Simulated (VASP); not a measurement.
# Au (Fmmm) in VASP: notebook

Au is run at these levels: PBEsol; tasks: single point.

Program: VASP 6.6.1. These are calculated values, not measurements. Logs are shortened: lines on timing, memory, paths and dates and some standing lists are left out, and cuts for length are marked.

## 1. The cell of the first run

It takes space group Fmmm (No. 69, orthorhombic). Conventional cell: a = 4.030 Å, b = 4.091 Å, c = 4.152 Å, α = 90.00°, β = 90.00°, γ = 90.00°. Au (site symmetry mmm) has 12 Au at 2.87 to 2.91 Å within 3.8 Å.

## 2. Single point, PBEsol (strain +0.0150 x Voigt [1, -1, 0, 0, 0, 0])

Contents of INCAR:

```
SYSTEM = Au
ALGO = Fast
EDIFF = 1E-6
ENCUT = 520
GGA = PS
ISIF = 2
ISMEAR = 0
LASPH = .True.
LCHARG = .True.
LELF = .True.
LREAL = .False.
LVHAR = .True.
LWAVE = .False.
NBANDS = 12
NELM = 80
PREC = Accurate
SIGMA = 0.15
```

Contents of KPOINTS:

```
k-points
0
Gamma
  20 20 20
  0 0 0
```

Contents of POSCAR:

```
Au
1.0
    0.0000000000      2.0148175000      2.0455000000
    2.0761825000      0.0000000000      2.0455000000
    2.0761825000      2.0148175000      0.0000000000
Au
1
Direct
    0.0000000000      0.0000000000      0.0000000000
```

Potentials or basis: VASP PAW PBE potentials, release 64 (Au).

The run is started by

```bash
> cat potpaw_PBE.64/Au/POTCAR > POTCAR
> mpirun -np 1 vasp_std > vasp.out
```

OUTCAR:

```text
SYSTEM = Au
   EDIFF = 1E-6
   ENCUT = 520
   GGA = PS
   ISIF = 2
   ISMEAR = 0
   LASPH = .True.
   LREAL = .False.
   NELM = 80
   PREC = Accurate

 ion  position               nearest neighbor table
   1  0.000  0.000  0.000-

  LATTYP: Found a face centered orthorhombic cell.
 ALAT       =     4.0296350000
 B/A-ratio  =     1.0152284264
 C/A-ratio  =     1.0304568528

  Lattice vectors:

 A1 = (  -2.0761825000,   0.0000000000,  -2.0455000000)
 A2 = (  -2.0761825000,   2.0148175000,   0.0000000000)
 A3 = (   0.0000000000,   2.0148175000,  -2.0455000000)

Analysis of symmetry for initial positions (statically):
=====================================================================
 Subroutine PRICEL returns:
 Original cell was already a primitive cell.

 Routine SETGRP: Setting up the symmetry group for a
 face centered orthorhombic supercell.

 Subroutine GETGRP returns: Found  8 space group operations
 (whereof  8 operations were pure point group operations)
 out of a pool of  8 trial point group operations.

The static configuration has the point symmetry D_2h.

Analysis of symmetry for dynamics (positions and initial velocities):
=====================================================================
 Subroutine PRICEL returns:
 Original cell was already a primitive cell.

 Routine SETGRP: Setting up the symmetry group for a
 face centered orthorhombic supercell.

 Subroutine GETGRP returns: Found  8 space group operations
 (whereof  8 operations were pure point group operations)
 out of a pool of  8 trial point group operations.

The dynamic configuration has the point symmetry D_2h.

 Subroutine INISYM returns: Found  8 space group operations
 (whereof  8 operations are pure point group operations),
 and found     1 'primitive' translations

----------------------------------------------------------------------------------------

                                     Primitive cell

  volume of cell :      17.1132

  direct lattice vectors                    reciprocal lattice vectors
     0.000000000  2.014817500  2.045500000    -0.240826613  0.248161434  0.244439012
     2.076182500  0.000000000  2.045500000     0.240826613 -0.248161434  0.244439012
     2.076182500  2.014817500  0.000000000     0.240826613  0.248161434 -0.244439012

  length of vectors
     2.871160011  2.914550398  2.893099261     0.423476075  0.423476075  0.423476075

[... 84 lines left out ...]
   ISIF   =      2    stress and relaxation
   ISYM   =      2    0-nonsym 1-usesym 2-fastsym
   POTIM  = 0.5000    time-step for ionic-motion
   TEBEG  =    0.0;   TEEND  =   0.0 temperature during run
   PSTRESS=    0.0 pullay stress
   NELECT =      11.0000    total number of electrons
   NUPDOWN=      -1.0000    fix difference up-down
   EMIN   =  10.00;   EMAX   =-10.00  energy-range for DOS
   EFERMI =   0.00;   METHOD = LEGACY
   ISMEAR =     0;   SIGMA  =   0.15  broadening in eV -4-tet -1-fermi 0-gaus
   EFERMI_NEDOS =   21; number of points for ismear=-14 and -15
   IALGO  =     68    algorithm
   IMIX   =      4    mixing-type and parameters
     AMIX     =   0.40;   BMIX     =  1.00
     AMIX_MAG =   1.60;   BMIX_MAG =  1.00
  volume/ion in A,a.u.               =      17.11       115.49
  Fermi-wavevector in a.u.,A,eV,Ry     =   1.412848  2.669896 27.159132  1.996140
  Thomas-Fermi vector in A             =   2.534555
   LORBIT       =      0    0 simple, 1 ext, 2 COOP (PROOUT), +10 PAW based schemes
   GGA     = PS    functional components
   LHFCALC =     F    Hartree Fock is set to
   AEXX    =    0.0000 exact exchange contribution
   IVDW    =     0    specifies the selected vdW correction
   LEPSILON=     F    determine dielectric tensor
   LRPA    =     F    only Hartree local field effects (RPA)
 non-spin polarized calculation
 RMM-DIIS sequential band-by-band and
 Gauss-broadening in eV      SIGMA  =   0.15
  energy-cutoff  :      520.00
  volume of cell :       17.11
 maximum number of plane-waves:       479
 NGX is ok and might be reduce to    24
   NGX = 11   NGY = 11   NGZ = 11

 number of electron      10.9999999 magnetization

 Free energy of the ion-electron system (eV)
  ---------------------------------------------------
  ext. energy  EPLUGINS =         0.00000000
  ---------------------------------------------------
  free energy    TOTEN  =        -3.92479539 eV

  energy without entropy =       -3.92162451  energy(sigma->0) =       -3.92320995

 E-fermi :   9.1905     XC(G=0): -12.8598

 val. band max:        9.1838641825   @ k =   0.3000   0.5000   0.1000
 cond. band min:       9.1912645021   @ k =   0.5000   0.3000   0.1500
 fundamental gap:      0.0074003196
 Fermi energy:         9.1905379184

 k-point     1 :       0.0000    0.0000    0.0000
  band No.  band energies     occupation
      1      -0.6677      2.00000
      2       4.4199      2.00000
      3       4.5571      2.00000
      4       4.6860      2.00000
      5       5.9411      2.00000
      6       6.1934      2.00000
      7      23.7245      0.00000
      8      27.4335      0.00000
      9      27.6800      0.00000
     10      27.9434      0.00000
     11      32.5493      0.00000
     12      36.8657      0.00000
[... 331 lines left out ...]
 k-point    24 :      -0.3500    0.0500    0.0000
  band No.  band energies     occupation
      1       1.9184      2.00000
      2       4.5362      2.00000
      3       4.7675      2.00000
      4       5.6281      2.00000
      5       6.7097      2.00000
      6       7.2465      2.00000
      7      15.7789      0.00000
      8      23.7622      0.00000
      9      26.3258      0.00000
     10      28.0078      0.00000
     11      32.2907      0.00000
     12      33.3155      0.00000

 [... further k-points ...]

------------------------ aborting loop because EDIFF is reached ----------------------------------------

  FORCE on cell =-STRESS in cart. coord.  units (eV):
  Direction    XX          YY          ZZ          XY          YZ          ZX
  --------------------------------------------------------------------------------------
  -------------------------------------------------------------------------------------
  Total       -0.1708828     -0.0729344     -0.1156400      0.0000000      0.0000000      0.0000000
  in kB      -15.9984599     -6.8282959    -10.8264995      0.0000000      0.0000000      0.0000000
  external PRESSURE =     -11.2177517 kB  Pullay stress =       0.0000000 kB

 VOLUME and BASIS-vectors are now :
 -----------------------------------------------------------------------------
  energy-cutoff  :      520.00
  volume of cell :       17.11
      direct lattice vectors                 reciprocal lattice vectors
     0.000000000  2.014817500  2.045500000    -0.240826613  0.248161434  0.244439012
     2.076182500  0.000000000  2.045500000     0.240826613 -0.248161434  0.244439012
     2.076182500  2.014817500  0.000000000     0.240826613  0.248161434 -0.244439012

 POSITION                                       TOTAL-FORCE (eV/Angst)
 -----------------------------------------------------------------------------------
      0.00000      0.00000      0.00000         0.000000     -0.000000     -0.000000
 -----------------------------------------------------------------------------------
    total drift:                               -0.000000      0.000000     -0.000000

  FREE ENERGIE OF THE ION-ELECTRON SYSTEM (eV)
  ---------------------------------------------------
  free  energy   TOTEN  =        -3.9247953896 eV

  energy  without entropy=       -3.9216245087  energy(sigma->0) =       -3.92320995
```

OSZICAR:

```text
N       E                     dE             d eps       ncg     rms          rms(c)
DAV:   1     0.486621108631E+02    0.48662E+02   -0.55780E+03 29128   0.815E+02
DAV:   2    -0.357438749381E+01   -0.52236E+02   -0.49200E+02 32864   0.186E+02
DAV:   3    -0.426237637791E+01   -0.68799E+00   -0.68684E+00 33716   0.207E+01
DAV:   4    -0.426464753645E+01   -0.22712E-02   -0.22711E-02 33572   0.137E+00
DAV:   5    -0.426466394455E+01   -0.16408E-04   -0.16408E-04 34396   0.111E-01    0.946E+00
RMM:   6    -0.394944460036E+01    0.31522E+00   -0.36664E-01 28069   0.501E+00    0.583E+00
RMM:   7    -0.392766247154E+01    0.21782E-01   -0.40596E-02 29667   0.186E+00    0.286E+00
RMM:   8    -0.392484098444E+01    0.28215E-02   -0.38812E-03 31383   0.543E-01    0.398E-01
RMM:   9    -0.392479367081E+01    0.47314E-04   -0.51158E-04 32914   0.190E-01    0.114E-01
RMM:  10    -0.392479533612E+01   -0.16653E-05   -0.76037E-05 32732   0.661E-02    0.748E-02
RMM:  11    -0.392479533526E+01    0.85868E-09   -0.14845E-05 31024   0.253E-02    0.107E-02
RMM:  12    -0.392479538960E+01   -0.54345E-07   -0.16590E-06 25996   0.802E-03
   1 F= -.39247954E+01 E0= -.39232099E+01  d E =-.317088E-02
```

It took 3.2 min on 1 thread of Intel Xeon Platinum 8375C at 2.90GHz (Ice Lake), shared host; peak memory 0.34 GiB.

Results:

```
Free energy : -3.9248 eV
Pressure    : -1.1 GPa
```

Caveat: the cell differs from its parent crystal (strain +0.0150 x Voigt [1, -1, 0, 0, 0, 0]); the PAW data sets were made with another functional, which shifts forces and pressure a little; spin-orbit coupling is left out, which moves the levels of the heavy elements.

## 3. Single point, PBEsol (strain +0.0025 x Voigt [1, -1, 0, 0, 0, 0])

Contents of INCAR:

```
PREC     = Accurate       # precision mode
ENCUT    = 520            # plane-wave cutoff, eV
EDIFF    = 1E-7           # SCF threshold, eV
ISMEAR   = 0              # smearing method
SIGMA    = 0.15           # smearing width, eV
LREAL    = F              # projectors in reciprocal space
LASPH    = T              # aspherical terms in the spheres
NELM     = 80             # most SCF steps
ALGO     = Fast           # electronic algorithm
ISIF     = 2              # what is computed and relaxed
LWAVE    = F              # write WAVECAR
LCHARG   = T              # write CHGCAR
GGA      = PS             # functional
LELF     = T              # ELF
LVHAR    = T            
NBANDS   = 12             # bands
```

Contents of KPOINTS:

```
Automatic mesh
0
Gamma
  20 20 20
```

Contents of POSCAR:

```
Au
1.0
    0.0000000000      2.0403862500      2.0455000000
    2.0506137500      0.0000000000      2.0455000000
    2.0506137500      2.0403862500      0.0000000000
Au
1
Direct
    0.0000000000      0.0000000000      0.0000000000
```

Potentials or basis: VASP PAW PBE potentials, release 64 (Au).

The run is started by

```bash
> cat potpaw_PBE.64/Au/POTCAR > POTCAR
> mpirun -np 1 vasp_std > vasp.out
```

It took 3.6 min on 1 thread of Intel Xeon Platinum 8375C at 2.90GHz (Ice Lake), shared host; peak memory 0.34 GiB.

It converged, with:

* Free energy: -3.9255 eV
* Pressure: -1.2 GPa

Stress tensor (GPa, compression positive):
```
-1.30  0.00  0.00
 0.00 -1.13  0.00
 0.00  0.00 -1.21
```

Levels at points of the mesh, in eV from the Fermi level:
```tsv
k point	band 2	band 3	band 4	band 5	band 6	band 7	band 8	band 9
(0.00, 0.00, 0.00)	-4.65	-4.63	-4.60	-3.13	-3.09	14.54	18.46	18.50
(0.50, 0.00, 0.00)	-4.68	-4.64	-1.92	-1.90	-0.98	3.06	13.97	17.04
(0.50, 0.50, 0.00)	-6.68	-1.95	-1.61	-1.58	1.00	5.74	9.96	9.98
(0.50, 0.00, 0.50)	-6.68	-1.96	-1.60	-1.58	1.04	5.79	9.92	9.93
(0.00, 0.50, 0.50)	-6.68	-1.95	-1.61	-1.59	0.95	5.68	10.01	10.02
```

Caveat: the cell differs from its parent crystal (strain +0.0025 x Voigt [1, -1, 0, 0, 0, 0]); the PAW data sets were made with another functional, which shifts forces and pressure a little; spin-orbit coupling is left out, which moves the levels of the heavy elements.
